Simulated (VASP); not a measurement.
Input of a VASP 6.6.1 run:

INCAR

```
SYSTEM = TaN
PREC = Accurate ; ENCUT = 520
EDIFF = 1E-6 ; ISMEAR = 0
SIGMA = 0.1 ; LREAL = .FALSE.
LASPH = .TRUE. ; NELM = 60
ALGO = Normal ; ISIF = 2
LWAVE = .FALSE. ; LCHARG = .FALSE.
GGA = PS ; NBANDS = 15
```

Contents of KPOINTS:

```
Automatic mesh
0
G
  18 18 14
  0 0 0
```

POSCAR

```
TaN
1.0
    2.9240351141      0.0000000000      0.0000000000
   -1.4620175570      2.5322886904      0.0000000000
    0.0000000000      0.0000000000      2.8707423432
Ta N
1 1
Direct
    0.3333333333      0.6666666667      0.5000000000
    0.0000000000      0.0000000000      0.0000000000
```

Potentials or basis: VASP PAW PBE potentials, release 64 (Ta_pv, N).

Run with:

```sh
$ cat potpaw_PBE.64/Ta_pv/POTCAR potpaw_PBE.64/N/POTCAR > POTCAR
$ mpirun -np 1 vasp_std > vasp.out
```

(1) Predict the pressure.

(2) What does it give for the band gap on the k mesh?

## Answers

(1) 0.8 GPa.

(2) zero (band 8 reaches 8.47 eV, above the bottom of band 9 at 8.13 eV).

Caveat: the PAW data sets were made with another functional, which shifts forces and pressure a little; spin-orbit coupling is left out, which moves the levels of the heavy elements.
